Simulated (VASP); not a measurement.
# Sr (I4_1/amd) in VASP: electric field gradients with r2SCAN

Aim: the electric field gradients of Sr with r2SCAN.

Program: VASP 6.6.1. These are calculated values, not measurements. Logs are shortened: lines on timing, memory, paths and dates and some standing lists are left out, and cuts for length are marked.

## (1) The cell of the first run

It takes space group I4_1/amd (No. 141, tetragonal). Conventional cell: a = 7.510 Å, b = 7.510 Å, c = 4.095 Å, α = 90.00°, β = 90.00°, γ = 90.00°. Sr (site symmetry -4m2) has 10 Sr at 3.89 to 4.85 Å within 5.1 Å.

## (2) Electric field gradients, r2SCAN (57.74 Å³/atom)

POSCAR reads:

```
Sr
1.0
   -3.7551317423      3.7551317423      2.0474699964
    3.7551317423     -3.7551317423      2.0474699964
    3.7551317423      3.7551317423     -2.0474699964
Sr
2
Direct
    0.7500000000      0.2500000000      0.5000000000
    0.0000000000      0.0000000000      0.0000000000
```

INCAR.step1 reads:

```
SYSTEM = Sr
  PREC = Accurate
  ENCUT = 520
  ISMEAR = -1
  SIGMA = 0.05
  LREAL = .FALSE.
  LASPH = .TRUE.
  NELM = 80
  NBANDS = 17
  GGA = PE
  ALGO = Normal
  EDIFF = 1E-4
  LWAVE = .TRUE.
  LCHARG = .FALSE.
```

INCAR.step2 reads:

```
SYSTEM = Sr
  PREC = Accurate
  ENCUT = 520
  EDIFF = 1E-8
  ISMEAR = -1
  SIGMA = 0.05
  LREAL = .FALSE.
  LASPH = .TRUE.
  NELM = 80
  ALGO = Normal
  ISIF = 2
  LWAVE = .FALSE.
  LCHARG = .FALSE.
  METAGGA = R2SCAN
  LMIXTAU = .TRUE.
  LEFG = .TRUE.
  NBANDS = 17
  ISTART = 1
```

KPOINTS reads:

```
regular mesh
0
G
  12 12 12
  0 0 0
```

Potentials or basis: VASP PAW PBE potentials, release 64 (Sr_sv).

Launch:

```bash
> cat potpaw_PBE.64/Sr_sv/POTCAR > POTCAR
> cp INCAR.step1 INCAR
> mpirun -np 1 vasp_std > vasp.out
> cp INCAR.step2 INCAR
> mpirun -np 1 vasp_std > vasp.out
```

OUTCAR:

```text
SYSTEM = Sr
   PREC = Accurate
   ENCUT = 520
   EDIFF = 1E-8
   ISMEAR = -1
   LREAL = .FALSE.
   LASPH = .TRUE.
   NELM = 80
   ISIF = 2
   METAGGA = R2SCAN
   ISTART = 1

 ion  position               nearest neighbor table
   1  0.750  0.250  0.500-   2 3.89   2 3.89   2 3.89   2 3.89   2 4.85   2 4.85   2 4.85   2 4.85

   2  0.000  0.000  0.000-   1 3.89   1 3.89   1 3.89   1 3.89   1 4.85   1 4.85   1 4.85   1 4.85

  LATTYP: Found a body centered tetragonal cell.
 ALAT       =     7.5102634846
 C/A-ratio  =     0.5452458494

  Lattice vectors:

 A1 = (  -3.7551317423,   3.7551317423,   2.0474699964)
 A2 = (   3.7551317423,  -3.7551317423,   2.0474699964)
 A3 = (   3.7551317423,   3.7551317423,  -2.0474699964)

Analysis of symmetry for initial positions (statically):
=====================================================================
 Subroutine PRICEL returns:
 Original cell was already a primitive cell.

 Routine SETGRP: Setting up the symmetry group for a
 body centered tetragonal supercell.

 Subroutine GETGRP returns: Found 16 space group operations
 (whereof  8 operations were pure point group operations)
 out of a pool of 16 trial point group operations.

The static configuration has the point symmetry D_2d.
 The point group associated with its full space group is D_4h.

Analysis of symmetry for dynamics (positions and initial velocities):
=====================================================================
 Subroutine PRICEL returns:
 Original cell was already a primitive cell.

 Routine SETGRP: Setting up the symmetry group for a
 body centered tetragonal supercell.

 Subroutine GETGRP returns: Found 16 space group operations
 (whereof  8 operations were pure point group operations)
 out of a pool of 16 trial point group operations.

The dynamic configuration has the point symmetry D_2d.
 The point group associated with its full space group is D_4h.

 Subroutine INISYM returns: Found 16 space group operations
 (whereof  8 operations are pure point group operations),
 and found     1 'primitive' translations

[... 124 lines left out ...]
   LRPA    =     F    only Hartree local field effects (RPA)
 non-spin polarized calculation
  energy-cutoff  :      520.00
  volume of cell :      115.49
 maximum number of plane-waves:      3139
   NGX = 21   NGY = 21   NGZ = 21

 number of electron      19.9999999 magnetization

 Free energy of the ion-electron system (eV)
  ---------------------------------------------------
  ext. energy  EPLUGINS =         0.00000000
  ---------------------------------------------------
  free energy    TOTEN  =       -29.71467978 eV

  energy without entropy =      -29.68618226  energy(sigma->0) =      -29.70043102

 E-fermi :   1.3110     XC(G=0):  -7.6060

 val. band max:        1.3045919436   @ k =  -0.4167   0.0833   0.0000
 cond. band min:       1.3214801852   @ k =   0.3333   0.2500   0.0000
 fundamental gap:      0.0168882416
 Fermi energy:         1.3110027533

 k-point     1 :       0.0000    0.0000    0.0000
  band No.  band energies     occupation
      1     -36.9005      2.00000
      2     -36.8677      2.00000
      3     -18.3473      2.00000
      4     -18.3473      2.00000
      5     -18.1564      2.00000
      6     -18.1536      2.00000
[... 457 lines left out ...]
      4     -18.2821      2.00000
      5     -18.2594      2.00000
      6     -18.2102      2.00000
[... 9 lines left out ...]
     16       4.0909      0.00000
     17       4.8405      0.00000

 [... further k-points ...]

------------------------ aborting loop because EDIFF is reached ----------------------------------------

  FORCE on cell =-STRESS in cart. coord.  units (eV):
  Direction    XX          YY          ZZ          XY          YZ          ZX
  --------------------------------------------------------------------------------------
  -------------------------------------------------------------------------------------
  Total       -0.1630868     -0.1630868     -0.2912828      0.0000000      0.0000000      0.0000000
  in kB       -2.2625678     -2.2625678     -4.0410809      0.0000000      0.0000000      0.0000000
  external PRESSURE =      -2.8554055 kB  Pullay stress =       0.0000000 kB

 VOLUME and BASIS-vectors are now :
 -----------------------------------------------------------------------------
  energy-cutoff  :      520.00
  volume of cell :      115.49
      direct lattice vectors                 reciprocal lattice vectors
    -3.755131742  3.755131742  2.047469996     0.000000000  0.133151121  0.244203823
     3.755131742 -3.755131742  2.047469996     0.133151121  0.000000000  0.244203823
     3.755131742  3.755131742 -2.047469996     0.133151121  0.133151121  0.000000000

 POSITION                                       TOTAL-FORCE (eV/Angst)
 -----------------------------------------------------------------------------------
     -0.00000      3.75513      1.02373         0.000000     -0.000000      0.000000
      0.00000      0.00000      0.00000        -0.000000      0.000000     -0.000000
 -----------------------------------------------------------------------------------
    total drift:                               -0.000000     -0.000000      0.000000

  FREE ENERGIE OF THE ION-ELECTRON SYSTEM (eV)
  ---------------------------------------------------
  free  energy   TOTEN  =       -29.7146797784 eV

  energy  without entropy=      -29.6861822577  energy(sigma->0) =      -29.70043102

 Electric field gradients (V/A^2)
---------------------------------------------------------------------
 ion       V_xx      V_yy      V_zz      V_xy      V_xz      V_yz
---------------------------------------------------------------------
   1       1.187     1.187    -2.374     0.000     0.000     0.000
   2       1.187     1.187    -2.374     0.000     0.000     0.000
---------------------------------------------------------------------

 Electric field gradients after diagonalization (V/A^2)
 (convention: |V_zz| > |V_xx| > |V_yy|)
----------------------------------------------------------------------
 ion       V_xx      V_yy      V_zz     asymmetry (V_yy - V_xx)/ V_zz
----------------------------------------------------------------------
   1       1.187     1.187    -2.374       0.000
   2       1.187     1.187    -2.374       0.000
----------------------------------------------------------------------

           NMR quadrupolar parameters

 Cq : quadrupolar parameter    Cq=e*Q*V_zz/h
 eta: asymmetry parameters     (V_yy - V_xx)/ V_zz
 Q  : nuclear electric quadrupole moment in mb (millibarn)
----------------------------------------------------------------------
 ion       Cq(MHz)       eta       Q (mb)
----------------------------------------------------------------------
   1      -0.006       0.000       1.000
   2      -0.006       0.000       1.000
----------------------------------------------------------------------
```

OUTCAR.step1:

```text
SYSTEM = Sr
   PREC = Accurate
   ENCUT = 520
   ISMEAR = -1
   LREAL = .FALSE.
   LASPH = .TRUE.
[... 704 lines left out ...]
     -0.00000      3.75513      1.02373         0.000000     -0.000000      0.000000
      0.00000      0.00000      0.00000        -0.000000      0.000000     -0.000000
 -----------------------------------------------------------------------------------
    total drift:                               -0.000000     -0.000000      0.000000

  FREE ENERGIE OF THE ION-ELECTRON SYSTEM (eV)
  ---------------------------------------------------
  free  energy   TOTEN  =        -2.7651561149 eV

  energy  without entropy=       -2.7318681612  energy(sigma->0) =       -2.74851214
```

OSZICAR.step1:

```text
N       E                     dE             d eps       ncg     rms          rms(c)
DAV:   1     0.104399071536E+03    0.10440E+03   -0.91639E+03  5550   0.100E+03
DAV:   2     0.420969477736E+01   -0.10019E+03   -0.98823E+02  7147   0.221E+02
DAV:   3    -0.263182058165E+01   -0.68415E+01   -0.68170E+01 10179   0.417E+01
DAV:   4    -0.275851792025E+01   -0.12670E+00   -0.12661E+00  7286   0.518E+00
DAV:   5    -0.276138395821E+01   -0.28660E-02   -0.28657E-02  9143   0.628E-01    0.160E+01
DAV:   6    -0.276426256425E+01   -0.28786E-02   -0.14815E-02  7270   0.123E+00    0.901E+00
DAV:   7    -0.276494942980E+01   -0.68687E-03   -0.28590E-02  6953   0.164E+00    0.421E-01
DAV:   8    -0.276509086770E+01   -0.14144E-03   -0.40642E-03  8841   0.317E-01    0.138E-01
DAV:   9    -0.276515611487E+01   -0.65247E-04   -0.10204E-04  5647   0.673E-02
   1 F= -.27651561E+01 E0= -.27485121E+01  d E =-.332880E-01
```

Wall time 12 min (1 thread of Intel Xeon 6975P-C (Granite Rapids), shared host); peak memory 0.47 GiB.

What came out:

* Free energy: -29.7147 eV
* Pressure: -0.3 GPa
* Band gap on the k mesh: zero (bands 10 and 11 overlap by 0.81 eV)
* Largest electric field gradient by atom: Sr -2.4 V/Å²

Electric field gradients, principal values (V/Å²):
| atom | least | middle | greatest (by size) |
| --- | --- | --- | --- |
| 1 Sr | 1.187 | 1.187 | -2.374 |
| 2 Sr | 1.187 | 1.187 | -2.374 |

Caveat: without QUAD_EFG the Cq values of the log hold for a quadrupole moment of 1 mb, not for the nuclei; the PAW data sets were made with another functional, which shifts forces and pressure a little.
